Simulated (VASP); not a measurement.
Runs of VASP 6.6.1 on Sr. The structure is that of space group Fm-3m (No. 225), or close to it. The cells are those of the table. 

```tsv
task	cell	k mesh	cutoff (eV)	gap on the mesh (eV)	pressure (GPa)
single point	a = 4.303 Å, angles 60.0°, 1 atom	12 × 12 × 12	520	none	-0.3
relaxation of cell and atoms	relaxed to -1 GPa from a = 4.275 Å, angles 60.0°, 1 atom	12 × 12 × 12	600	none	-1.0
single point	a = 4.174 Å, angles 60.0°, 1 atom	12 × 12 × 12	520	-	0.8
relaxation of cell and atoms	relaxed from a = 4.303 Å, angles 60.0°, 1 atom	12 × 12 × 12	600	none	0.0
single point	a = 4.398 Å, angles 60.0°, 1 atom	12 × 12 × 12	520	none	-0.9
relaxation of cell and atoms	relaxed to 12 GPa from a = 3.843 Å, angles 60.0°, 1 atom	14 × 14 × 14	600	none	12.0
single point	a = 4.303 Å, angles 60.0°, 1 atom	6 × 6 × 6	500	(a)	-0.3
single point	a = 4.218 Å, angles 60.0°, 1 atom	12 × 12 × 12	520	none	0.4
```

Alike in all rows: level PBE; potentials or basis VASP PAW PBE potentials, release 64 (Sr_sv); no spin polarisation; smearing gaussian 0.1 eV.

**Question.** Fill in the values left out.

**Answer.** (a) 0.04.

Caveats: the cell is relaxed towards a set pressure, so the enthalpy falls and the energy may rise (some runs).

A k mesh can miss the band edges, and the runs leave out spin-orbit coupling on Sr.

A gap of «none» marks levels without a gap at the run's occupations.
